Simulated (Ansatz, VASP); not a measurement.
# Co: VASP beside Ansatz

```
CELL_PARAMETERS angstrom
2.43867 0.00000 0.00000
-1.21933 2.11195 0.00000
0.00000 0.00000 3.95834
ATOMIC_POSITIONS crystal
Co 0.33333 0.66667 0.25000
Co 0.66667 0.33333 0.75000
```

Change from the starting cell: volume scaled by 0.92, no spin polarisation, PAW files.

Alike in both runs: task single point; functional PBE; k mesh 15 × 15 × 8; occupations fermi-dirac, width 0.08 eV; no spin polarisation.

|  | VASP | Ansatz |
| --- | --- | --- |
| version | VASP 6.6.1 | Ansatz 0.2.0 |
| potentials or method | VASP PAW PBE potentials, release 64 (Co) | PAW with Ansatz's default frozen-core files, scalar-relativistic |
| plane-wave cutoff (eV) | 520 | 420 |
| valence electrons in the cell | 18 | 34 |

|  | VASP | Ansatz | Ansatz less VASP |
| --- | --- | --- | --- |
| pressure (GPa) | 3.3 | 3.9 | +0.58 |
| traceless stress, the component that is largest in VASP (GPa) | -1.50 | -1.47 | +0.030 |

The functional is the same, so the differences come from potentials, cutoffs and numerics. VASP's potentials hold 18 valence electrons a cell and Ansatz's 34, so a difference there can come from the potentials and not from the codes.
